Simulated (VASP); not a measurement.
A run of VASP 6.6.1:

File POSCAR:

```
Os
1.0
    2.7382859830      0.0000000000      0.0000000000
   -1.3691429915      2.3714252241      0.0000000000
    0.0000000000      0.0000000000      4.3160177423
Os
2
Direct
    0.3333333333      0.6666666667      0.2500000000
    0.6666666667      0.3333333333      0.7500000000
```

INCAR.step1

```
SYSTEM = Os
  PREC = Accurate
  ENCUT = 600
  ISMEAR = -1
  SIGMA = 0.05
  LREAL = .False.
  LASPH = .True.
  NELM = 80
  GGA = PE
  ALGO = Normal
  EDIFF = 1E-4
  LWAVE = .True.
  LCHARG = .False.
```

File INCAR.step2:

```
SYSTEM = Os
  PREC = Accurate
  ENCUT = 600
  EDIFF = 1E-7
  ISMEAR = -1
  SIGMA = 0.05
  LREAL = .False.
  LASPH = .True.
  NELM = 80
  ALGO = Normal
  ISIF = 3
  LWAVE = .False.
  LCHARG = .False.
  METAGGA = R2SCAN
  LMIXTAU = .True.
  IBRION = 2
  NSW = 100
  EDIFFG = -0.002
  PSTRESS = 100.0
  ISTART = 1
```

The input KPOINTS:

```
regular mesh
0
Gamma
  20 20 12
  0 0 0
```

Potentials or basis: VASP PAW PBE potentials, release 64 (Os).

Launch:

```bash
$ cat potpaw_PBE.64/Os/POTCAR > POTCAR
$ cp INCAR.step1 INCAR
$ mpirun -np 1 vasp_std > vasp.out
$ cp INCAR.step2 INCAR
$ mpirun -np 1 vasp_std > vasp.out
```

Hardware: 1 thread of Intel Xeon 8259CL, with other jobs on the host.

Question: Estimate the wall time of this run.

Answer: It took 61 min on 1 thread of Intel Xeon 8259CL, with other jobs on the host, peak memory 0.28 GiB. Counts: k points 308, ion steps 10.
